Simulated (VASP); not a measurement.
Runs of VASP 6.6.1 on In. The structure is that of space group Fd-3m (No. 227), or close to it. The cells are those of the table. This isn't the form of In at room conditions, which is tetragonal.

| cell | gap on the mesh (eV) | pressure (GPa) |
| --- | --- | --- |
| a = 4.820 Å, angles 60.0°, 2 atoms | none | -0.7 |
| a = 4.559 Å, angles 60.0°, 2 atoms | none | 4.0 |
| a = 4.627 Å, angles 60.0°, 2 atoms | none | 2.4 |
| a = 4.757 Å, angles 60.0°, 2 atoms | none | (b) |
| a = 4.881 Å, angles 60.0°, 2 atoms | none | (a) |

Alike in all rows: task single point; level PBE; potentials or basis VASP PAW PBE potentials, release 64 (In_d); no spin polarisation; k mesh 13 × 13 × 13; cutoff (eV) 520; smearing fermi-dirac 0.1 eV.

Q: Estimate the missing entries.

A: (a) -1.2; (b) 0.1.

Caveats: spin-orbit coupling is left out, which moves the levels of the heavy elements; the cell stands under pressure (at least some runs).

A k mesh can miss the band edges, and the runs leave out spin-orbit coupling on In.

A gap of «none» marks levels without a gap at the run's occupations.
